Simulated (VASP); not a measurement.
Runs of VASP 6.6.1 on NaC2. The structure is that of space group P4_2/mnm (No. 136), or close to it. The cells are those of the table. 

```csv
task,cell,k mesh,cutoff (eV),gap on the mesh (eV),pressure (GPa),largest force (eV/Å)
single point,"a = 4.499, b = 4.499, c = 5.244 Å, 6 atoms",4 × 4 × 6,520,none,0.1,0.09
single point,"a = 4.498, b = 4.498, c = 5.240 Å, 6 atoms",8 × 8 × 8,520,none,0.1,0.10
relaxation of cell and atoms,"relaxed from a = 4.910, b = 4.910, c = 3.162 Å, 6 atoms",4 × 4 × 6,600,none,0.0,-
single point,"a = 4.910, b = 4.910, c = 3.162 Å, 6 atoms",4 × 4 × 6,520,none,21.5,(a)
```

Alike in all rows: level PBE; potentials or basis VASP PAW PBE potentials, release 64 (Na_pv, C); no spin polarisation; smearing gaussian 0.1 eV.

Estimate the missing entries.

(a) 0.52.

A gap of «none» marks levels without a gap at the run's occupations.
